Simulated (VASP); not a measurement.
W2Br3: single point with PBE

The system is W2Br3.

```
W Br
1.0
     7.63500    0.00000    0.00000
     0.00000    2.96388    0.00000
    -0.24607    0.00000   13.22926
W Br
4 6
Direct
  0.45913 0.50000 0.81708
  0.03624 0.50000 0.33207
  0.01814 0.50000 0.68489
  0.50618 0.50000 0.15566
  0.13958 0.50000 0.86128
  0.71114 0.50000 0.30517
  0.62374 0.50000 0.98119
  0.13364 0.50000 0.51120
  0.69022 0.50000 0.68694
  0.18200 0.50000 0.16450
```

```yaml
Program: VASP 6.6.1
Task: single point
Functional: PBE
Potentials_or_basis: VASP PAW PBE potentials, release 64 (W_sv, Br)
Cutoff: 520 eV
k_mesh: 2 × 6 × 2
Occupations: gaussian, width 0.1 eV
Spin: no spin polarisation
Dipole_correction: no
Further_INCAR_settings: ALGO = Normal; EDIFF = 1e-06; NBANDS = 60
```

```json
{"Pressure": "-1.5 GPa", "Largest force": "0.557 eV/Å", "Band gap on the k mesh": "zero (bands 49 and 50 overlap by 0.27 eV)"}
```

Forces in eV/Å, atoms in the order of the input:
```
W   -0.496  0.000 -0.107
W   -0.093  0.000 -0.288
W    0.452  0.000  0.325
W   -0.131  0.000  0.209
Br  -0.072  0.000  0.062
Br   0.215  0.000 -0.079
Br  -0.043  0.000 -0.031
Br   0.215  0.000  0.058
Br   0.079  0.000 -0.056
Br  -0.126  0.000 -0.092
```

Stress tensor (GPa, compression positive):
```
-2.85  0.00 -0.40
 0.00  0.01  0.00
-0.40  0.00 -1.61
```

Levels at points of the mesh, in eV from the Fermi level:
| k point | band 47 | band 48 | band 49 | band 50 | band 51 | band 52 |
| --- | --- | --- | --- | --- | --- | --- |
| (0.00, 0.00, 0.00) | -0.60 | -0.31 | -0.13 | 0.61 | 0.89 | 1.30 |
| (0.50, 0.00, 0.00) | -0.46 | -0.31 | 0.13 | 0.38 | 0.70 | 1.26 |
| (0.00, 0.50, 0.00) | -0.70 | -0.60 | -0.17 | 0.01 | 0.46 | 0.54 |
| (0.50, 0.50, 0.00) | -0.88 | -0.57 | -0.14 | 0.03 | 0.50 | 0.62 |
| (0.00, 0.00, 0.50) | -0.68 | -0.24 | 0.05 | 0.54 | 0.92 | 1.30 |
| (0.50, 0.00, 0.50) | -0.36 | -0.21 | 0.19 | 0.28 | 0.49 | 1.26 |
| (0.00, 0.50, 0.50) | -0.69 | -0.61 | -0.14 | -0.01 | 0.32 | 0.48 |
| (0.50, 0.50, 0.50) | -0.87 | -0.55 | -0.13 | -0.02 | 0.48 | 0.73 |

It took 9.8 min on 1 thread of Oxide Virtual Turin-like Processor, on a shared host, peak memory 0.46 GiB.

Caveat: the k points lie up to 0.41 Å⁻¹ apart; spin-orbit coupling is left out, which moves the levels of the heavy elements.
